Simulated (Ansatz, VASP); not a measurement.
# Ir: VASP beside Ansatz

```
CELL_PARAMETERS angstrom
0.00000 1.90548 1.90548
1.90548 0.00000 1.90548
1.90548 1.90548 0.00000
ATOMIC_POSITIONS crystal
Ir 0.00000 0.00000 0.00000
```

Alike in both runs: functional LDA; k mesh 48 × 48 × 48; occupations gaussian, width 0.1 eV; no spin polarisation.

Ansatz relaxed the structure, and its values are those at the end. VASP's run is a single point on that final structure, the one shown.

|  | VASP | Ansatz |
| --- | --- | --- |
| version | VASP 6.6.1 | Ansatz 0.2.0 |
| potentials or method | VASP PAW LDA potentials, release 64 (Ir) | scalar-relativistic, plane waves, PAW |
| plane-wave cutoff (eV) | 520 | 420 |
| valence electrons in the cell | 9 | 17 |

|  | VASP | Ansatz | Ansatz less VASP |
| --- | --- | --- | --- |
| gap on the k mesh at the Fermi level (eV) | none | none | - |
| pressure (GPa) | 2.6 | 0.0 | -2.63 |

LDA's correlation is that of Perdew and Zunger in VASP and of Perdew and Wang (1992) in Ansatz. A gap of «none» marks a metal or a gap that the smearing closes. VASP's potentials hold 9 valence electrons a cell and Ansatz's 17, so a difference there can come from the potentials and not from the codes.

Spin-orbit coupling is off throughout.
